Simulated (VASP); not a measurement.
Wanted: the native input for a VASP 6.6.1 run.

```
Task                   : single point
Functional             : PBE
Potentials or basis    : VASP PAW PBE potentials, release 64 (Be, I)
Cutoff                 : 520 eV
k mesh                 : 4 × 4 × 4
Occupations            : gaussian, width 0.1 eV
Spin                   : no spin polarisation
Dipole correction      : no
Further INCAR settings : ALGO = Normal; EDIFF = 1e-06; NBANDS = 21
```

The structure of Be5I2 lies in POSCAR:

```
Be5I2
1.0
    4.8283671100      0.0000000000      0.0000000000
    0.0000000000      4.8283671100      0.0000000000
    0.0000000000      0.0000000000      6.3258287900
Be I
5 2
Direct
    0.7387093600      0.0000000000      0.5000000000
    0.2612906400      0.0000000000      0.5000000000
    0.0000000000      0.7387093600      0.5000000000
    0.0000000000      0.2612906400      0.5000000000
    0.0000000000      0.0000000000      0.0000000000
    0.0000000000      0.0000000000      0.2415331100
    0.0000000000      0.0000000000      0.7584668900
```

The input as run:

INCAR

```
SYSTEM = Be5I2
PREC     = Accurate       ! precision mode
ENCUT    = 520            ! plane-wave cutoff, eV
EDIFF    = 1E-6           ! SCF threshold, eV
ISMEAR   = 0              ! smearing method
SIGMA    = 0.1            ! smearing width, eV
LREAL    = .False.        ! projectors in reciprocal space
LASPH    = .True.         ! aspherical terms in the spheres
NELM     = 80             ! most SCF steps
ALGO     = Normal         ! electronic algorithm
ISIF     = 2              ! what is computed and relaxed
LWAVE    = .False.        ! write WAVECAR
LCHARG   = .False.        ! write CHGCAR
GGA      = PE             ! functional
NBANDS   = 21             ! bands
```

KPOINTS

```
Automatic mesh
0
Gamma
  4 4 4
  0 0 0
```

Potentials or basis: VASP PAW PBE potentials, release 64 (Be, I).

The run is started by

```sh
$ cat potpaw_PBE.64/Be/POTCAR potpaw_PBE.64/I/POTCAR > POTCAR
$ mpirun -np 1 vasp_std > vasp.out
```

Results of the run:

The pressure is 55.8 GPa, the largest force is 18.706 eV/Å and the band gap on the k mesh is zero (band 12 reaches 4.72 eV, above the bottom of band 13 at 3.65 eV).

Caveat: spin-orbit coupling is left out, which moves the levels of the heavy elements; forces of over 1 eV/Å act on the atoms, so gaps and moduli don't describe the material at rest.

It took 40 s on 1 thread of Intel(R) Xeon(R) Platinum 8488C (Sapphire Rapids), on a shared host, peak memory 0.25 GiB.
